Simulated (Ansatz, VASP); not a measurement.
# One calculation of TaSi2, two programs

```xyz
9
Lattice="4.8057 0.0000 0.0000 -2.4029 4.1619 0.0000 0.0000 0.0000 6.5973" Properties=species:S:1:pos:R:3 pbc="T T T"
Ta    2.4029    0.0000    3.2987
Ta    1.2014    2.0809    5.4978
Ta   -1.2014    2.0809    1.0996
Si    0.0000    1.3228    3.2987
Si    3.6601    0.6614    5.4978
Si    1.2573    3.5005    1.0996
Si    2.4029    2.8390    3.2987
Si   -1.2573    3.5005    5.4978
Si    1.1456    0.6614    1.0996
```

Alike in both runs: functional PBE; k mesh 12 × 12 × 6; occupations gaussian, width 0.1 eV; no spin polarisation.

Ansatz relaxed the structure, and its values are those at the end. VASP's run is a single point on that final structure, the one shown.

```csv
,VASP,Ansatz
version,VASP 6.6.1,Ansatz 0.2.0
potentials or method,"VASP PAW PBE potentials, release 64 (Ta_pv, Si), cutoff 520 eV","scalar-relativistic, plane waves, PAW"
valence electrons in the cell,57,63
```

Ansatz gave:

```
gap on the k mesh at the Fermi level (eV) : none
pressure (GPa)                            : 0.0
```

Task: Estimate VASP's values.

Result: gap on the k mesh at the Fermi level (eV): none; pressure (GPa): 0.1.

A gap of «none» marks a metal or a gap that the smearing closes. With one functional, cell and mesh, what is left measures potentials, basis and numerics. VASP's potentials hold 57 valence electrons a cell and Ansatz's 63, so a difference there can come from the potentials and not from the codes.

Neither program's run includes spin-orbit coupling.
